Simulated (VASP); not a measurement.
# Li (Fm-3m) in VASP: single point with PBE

Aim: the single point of Li with PBE.

Program: VASP 6.6.1. These are calculated values, not measurements. Logs are shortened: lines on timing, memory, paths and dates and some standing lists are left out, and cuts for length are marked.

### 1 The cell of the first run

Symmetry: Fm-3m, No. 225, cubic system. Conventional cell: a = 4.325 Å, b = 4.325 Å, c = 4.325 Å, α = 90.00°, β = 90.00°, γ = 90.00°. Within 4.0 Å of Li (site symmetry m-3m) lie 12 Li at 3.06 Å.

### 2 Single point, PBE, non-collinear spin, zero start, spin-orbit coupling

The input, INCAR:

```
PREC     = Accurate       # precision mode
ENCUT    = 520            # plane-wave cutoff, eV
EDIFF    = 1E-6           # SCF threshold, eV
ISMEAR   = 0              # smearing method
SIGMA    = 0.05           # smearing width, eV
LREAL    = False          # projectors in reciprocal space
LASPH    = True           # aspherical terms in the spheres
NELM     = 150            # most SCF steps
ALGO     = Normal         # electronic algorithm
ISIF     = 2              # what is computed and relaxed
LWAVE    = False          # write WAVECAR
LCHARG   = True           # write CHGCAR
MAGMOM   = 0 0 0          # initial moments
LORBIT   = 11             # projections on sites
LSORBIT  = True           # spin-orbit coupling
GGA_COMPAT= False        
LORBMOM  = True         
GGA      = PE             # functional
LVHAR    = True         
NBANDS   = 14             # bands
```

The input, KPOINTS:

```
regular mesh
0
Gamma
  16 16 16
```

The input, POSCAR:

```
Li
1.0
    0.0000000000      2.1623720306      2.1623720306
    2.1623720306      0.0000000000      2.1623720306
    2.1623720306      2.1623720306      0.0000000000
Li
1
Direct
    0.0000000000      0.0000000000      0.0000000000
```

Potentials or basis: VASP PAW PBE potentials, release 64 (Li_sv).

Launch:

```console
$ cat potpaw_PBE.64/Li_sv/POTCAR > POTCAR
$ mpirun -np 1 vasp_ncl > vasp.out
```

OUTCAR:

```text
PREC = Accurate
   ENCUT = 520
   EDIFF = 1E-6
   ISMEAR = 0
   LREAL = False
   LASPH = True
   NELM = 150
   ISIF = 2
   LORBIT = 11
   LSORBIT = True
   GGA = PE

 ion  position               nearest neighbor table
   1  0.000  0.000  0.000-

  LATTYP: Found a face centered cubic cell.
 ALAT       =     4.3247440612

  Lattice vectors:

 A1 = (   0.0000000000,   2.1623720306,   2.1623720306)
 A2 = (   2.1623720306,   0.0000000000,   2.1623720306)
 A3 = (   2.1623720306,   2.1623720306,   0.0000000000)

Analysis of symmetry for initial positions (statically):
=====================================================================
 Subroutine PRICEL returns:
 Original cell was already a primitive cell.

 Routine SETGRP: Setting up the symmetry group for a
 face centered cubic supercell.

 Subroutine GETGRP returns: Found 48 space group operations
 (whereof 48 operations were pure point group operations)
 out of a pool of 48 trial point group operations.

The static configuration has the point symmetry O_h .

Analysis of symmetry for dynamics (positions and initial velocities):
=====================================================================
 Subroutine PRICEL returns:
 Original cell was already a primitive cell.

 Routine SETGRP: Setting up the symmetry group for a
 face centered cubic supercell.

 Subroutine GETGRP returns: Found 48 space group operations
 (whereof 48 operations were pure point group operations)
 out of a pool of 48 trial point group operations.

The dynamic configuration has the point symmetry O_h .

Analysis of structural, dynamic, and magnetic symmetry:
=====================================================================
 Subroutine PRICEL returns:
 Original cell was already a primitive cell.

 Routine SETGRP: Setting up the symmetry group for a
 face centered cubic supercell.

 Subroutine GETGRP returns: Found 48 space group operations
 (whereof 48 operations were pure point group operations)
 out of a pool of 48 trial point group operations.

The overall configuration has the point symmetry O_h .

 Subroutine INISYM returns: Found 48 space group operations
 (whereof 48 operations are pure point group operations),
 and found     1 'primitive' translations

----------------------------------------------------------------------------------------

                                     Primitive cell

  volume of cell :      20.2219

  direct lattice vectors                    reciprocal lattice vectors
     0.000000000  2.162372031  2.162372031    -0.231227556  0.231227556  0.231227556
     2.162372031  0.000000000  2.162372031     0.231227556 -0.231227556  0.231227556
     2.162372031  2.162372031  0.000000000     0.231227556  0.231227556 -0.231227556

  length of vectors
     3.058055853  3.058055853  3.058055853     0.400497875  0.400497875  0.400497875

  position of ions in fractional coordinates (direct lattice)
     0.000000000  0.000000000  0.000000000

  ion indices of the primitive-cell ions
   primitive index   ion index
                 1           1

----------------------------------------------------------------------------------------

 KPOINTS: regular mesh

Automatic generation of k-mesh.
 Grid dimensions read from file:
 generate k-points for:   16   16   16

 Generating k-lattice:

  Cartesian coordinates                     Fractional coordinates (reciprocal lattice)
    -0.014451722  0.014451722  0.014451722     0.062500000  0.000000000  0.000000000
     0.014451722 -0.014451722  0.014451722     0.000000000  0.062500000  0.000000000
     0.014451722  0.014451722 -0.014451722     0.000000000  0.000000000  0.062500000

  Length of vectors
     0.025031117  0.025031117  0.025031117

  Shift w.r.t. Gamma in fractional coordinates (k-lattice)
     0.000000000  0.000000000  0.000000000

 Subroutine IBZKPT returns following result:
 ===========================================

[... 54 lines left out ...]
   ISYM   =      2    0-nonsym 1-usesym 2-fastsym
   POTIM  = 0.5000    time-step for ionic-motion
   TEBEG  =    0.0;   TEEND  =   0.0 temperature during run
   PSTRESS=    0.0 pullay stress
   NELECT =       3.0000    total number of electrons
   NUPDOWN=      -1.0000    fix difference up-down
   EMIN   =  10.00;   EMAX   =-10.00  energy-range for DOS
   EFERMI =   0.00;   METHOD = LEGACY
   ISMEAR =     0;   SIGMA  =   0.05  broadening in eV -4-tet -1-fermi 0-gaus
   EFERMI_NEDOS =   21; number of points for ismear=-14 and -15
   IALGO  =     38    algorithm
   IMIX   =      4    mixing-type and parameters
     AMIX     =   0.40;   BMIX     =  1.00
     AMIX_MAG =   1.60;   BMIX_MAG =  1.00
  volume/ion in A,a.u.               =      20.22       136.46
  Fermi-wavevector in a.u.,A,eV,Ry     =   0.866646  1.637723 10.218989  0.751074
  Thomas-Fermi vector in A             =   1.985065
   LORBIT       =     11    0 simple, 1 ext, 2 COOP (PROOUT), +10 PAW based schemes
   GGA     = PE    functional components
   LHFCALC =     F    Hartree Fock is set to
   AEXX    =    0.0000 exact exchange contribution
   IVDW    =     0    specifies the selected vdW correction
   LEPSILON=     F    determine dielectric tensor
   LRPA    =     F    only Hartree local field effects (RPA)
 Gauss-broadening in eV      SIGMA  =   0.05
  energy-cutoff  :      520.00
  volume of cell :       20.22
 maximum number of plane-waves:      1120
   NGX = 11   NGY = 11   NGZ = 11

 number of electron       3.0000000 magnetization       0.0000000      0.0000000      0.0000000

 number of electron       2.9999995 magnetization      -0.0000000     -0.0000000      0.0000000

 number of electron       2.9999995 magnetization       0.0000000      0.0000000     -0.0000000

 Free energy of the ion-electron system (eV)
  ---------------------------------------------------
  ext. energy  EPLUGINS =         0.00000000
  ---------------------------------------------------
  free energy    TOTEN  =        -1.90834844 eV

  energy without entropy =       -1.90795279  energy(sigma->0) =       -1.90815062

 E-fermi :   0.6077     XC(G=0):  -7.0500

 val. band max:        0.5437333700   @ k =   0.4375   0.3750   0.0625
 cond. band min:       0.6139799873   @ k =   0.5000   0.0000   0.0000
 fundamental gap:      0.0702466173
 Fermi energy:         0.6077137965

 k-point     1 :       0.0000    0.0000    0.0000
  band No.  band energies     occupation
      1     -45.8922      1.00000
      2     -45.8922      1.00000
      3      -2.9320      1.00000
      4      -2.9320      1.00000
      5      15.0053      0.00000
      6      15.0053      0.00000
      7      15.0070      0.00000
      8      15.0070      0.00000
      9      15.0070      0.00000
     10      15.0070      0.00000
     11      18.8938      0.00000
     12      18.8938      0.00000
     13      18.8938      0.00000
     14      18.8938      0.00000
[... 377 lines left out ...]
      1     -45.8904      1.00000
      2     -45.8904      1.00000
      3      -2.7454      1.00000
      4      -2.7454      1.00000
      5      13.5677      0.00000
      6      13.5677      0.00000
      7      13.8069      0.00000
      8      13.8069      0.00000
      9      15.0765      0.00000
     10      15.0765      0.00000
     11      17.8954      0.00000
     12      17.8954      0.00000
     13      19.1444      0.00000
     14      19.1444      0.00000

 [... further k-points ...]

------------------------ aborting loop because EDIFF is reached ----------------------------------------

  FORCE on cell =-STRESS in cart. coord.  units (eV):
  Direction    XX          YY          ZZ          XY          YZ          ZX
  --------------------------------------------------------------------------------------
  -------------------------------------------------------------------------------------
  Total       -0.0101819     -0.0101819     -0.0101819     -0.0000000      0.0000000      0.0000000
  in kB       -0.8067074     -0.8067074     -0.8067074     -0.0000000      0.0000000      0.0000000
  external PRESSURE =      -0.8067074 kB  Pullay stress =       0.0000000 kB

 VOLUME and BASIS-vectors are now :
 -----------------------------------------------------------------------------
  energy-cutoff  :      520.00
  volume of cell :       20.22
      direct lattice vectors                 reciprocal lattice vectors
     0.000000000  2.162372031  2.162372031    -0.231227556  0.231227556  0.231227556
     2.162372031  0.000000000  2.162372031     0.231227556 -0.231227556  0.231227556
     2.162372031  2.162372031  0.000000000     0.231227556  0.231227556 -0.231227556

 POSITION                                       TOTAL-FORCE (eV/Angst)
 -----------------------------------------------------------------------------------
      0.00000      0.00000      0.00000         0.000000      0.000000      0.000000
 -----------------------------------------------------------------------------------
    total drift:                                0.000000      0.000000     -0.000000

  FREE ENERGIE OF THE ION-ELECTRON SYSTEM (eV)
  ---------------------------------------------------
  free  energy   TOTEN  =        -1.9083484402 eV

  energy  without entropy=       -1.9079527910  energy(sigma->0) =       -1.90815062

 orbital moment (x)

 # of ion     p       tot
 --------------------------------
  1         0.000   0.000
 --------------------------------
            0.000   0.000

 orbital moment (y)

 # of ion     p       tot
 --------------------------------
  1         0.000   0.000
 --------------------------------
            0.000   0.000

 orbital moment (z)

 # of ion     p       tot
 --------------------------------
  1         0.000   0.000
 --------------------------------
            0.000   0.000

 Spin-Orbit-Coupling matrix elements

 Ion:    1  E_soc:     -0.0000000
 l=   1
     0.0000000    -0.0000000    -0.0000000
    -0.0000000     0.0000000    -0.0000000
    -0.0000000    -0.0000000     0.0000000
 l=   2
     0.0000000     0.0000000     0.0000000     0.0000000     0.0000000
     0.0000000     0.0000000     0.0000000     0.0000000     0.0000000
     0.0000000     0.0000000     0.0000000     0.0000000     0.0000000
     0.0000000     0.0000000     0.0000000     0.0000000     0.0000000
     0.0000000     0.0000000     0.0000000     0.0000000     0.0000000
 l=   3
     0.0000000     0.0000000     0.0000000     0.0000000     0.0000000     0.0000000     0.0000000
     0.0000000     0.0000000     0.0000000     0.0000000     0.0000000     0.0000000     0.0000000
     0.0000000     0.0000000     0.0000000     0.0000000     0.0000000     0.0000000     0.0000000
     0.0000000     0.0000000     0.0000000     0.0000000     0.0000000     0.0000000     0.0000000
     0.0000000     0.0000000     0.0000000     0.0000000     0.0000000     0.0000000     0.0000000
     0.0000000     0.0000000     0.0000000     0.0000000     0.0000000     0.0000000     0.0000000
     0.0000000     0.0000000     0.0000000     0.0000000     0.0000000     0.0000000     0.0000000

 total charge

# of ion       s       p       d       tot
------------------------------------------
    1        2.033   0.041   0.000   2.074

 magnetization (x)

# of ion       s       p       d       tot
------------------------------------------
    1        0.000   0.000   0.000   0.000

 magnetization (y)

# of ion       s       p       d       tot
------------------------------------------
    1        0.000   0.000   0.000   0.000

 magnetization (z)

# of ion       s       p       d       tot
------------------------------------------
    1        0.000  -0.000   0.000   0.000
```

It took 39 s on 1 thread of Intel Xeon Platinum 8375C at 2.90GHz (Ice Lake), shared host; peak memory 0.21 GiB.

What came out:

* Free energy: -1.9083 eV
* Net moment: 0.00 μB per cell
* Valence electrons inside the program's atomic spheres: Li 2.07

Moments on the atoms (μB; x, y, z):
```
Li  0.00 0.00 0.00
```

Caveat: the cutoff is under 1.25 times the usual one of these potentials, so pressure, stress and relaxed cells hold a basis-set (Pulay) error.
